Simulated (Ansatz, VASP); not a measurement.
Two plane-wave programs on ScAlN2

```
Sc Al N
1.0
     3.87304    0.00000    0.00000
    -1.93652    3.35415    0.00000
     0.00000    0.00000    4.35444
Sc Al N
1 1 2
Cartesian
  0.0000 0.0000 2.1772
  0.0000 0.0000 0.0000
  0.0000 2.2361 2.1772
  1.9365 1.1180 2.1772
```

Alike in both runs: task single point; functional PBE; k mesh 6 × 6 × 4; occupations gaussian, width 0.1 eV; collinear spin.

|  | VASP | Ansatz |
| --- | --- | --- |
| version | VASP 6.6.1 | Ansatz 0.2.0 |
| potentials or method | VASP PAW PBE potentials, release 64 (Sc_sv, Al, N), cutoff 520 eV | scalar-relativistic, plane waves, PAW |
| valence electrons in the cell | 24 | 24 |

```csv
,VASP,Ansatz,Ansatz less VASP
gap on the k mesh at the Fermi level (eV),none,none,-
pressure (GPa),19.7,19.4,-0.36
"traceless stress, the component that is largest in VASP (GPa)",49.90,50.24,+0.344
net moment per atom (μB),0.05,0.05,0.000
size of the moment on the site where the two differ most (μB),0.08,0.09,+0.016
```

Site moments also hang on the region over which each program counts them. A gap of «none» marks a metal or a gap that the smearing closes.

The k mesh is coarse, so the values compare programs but aren't converged.
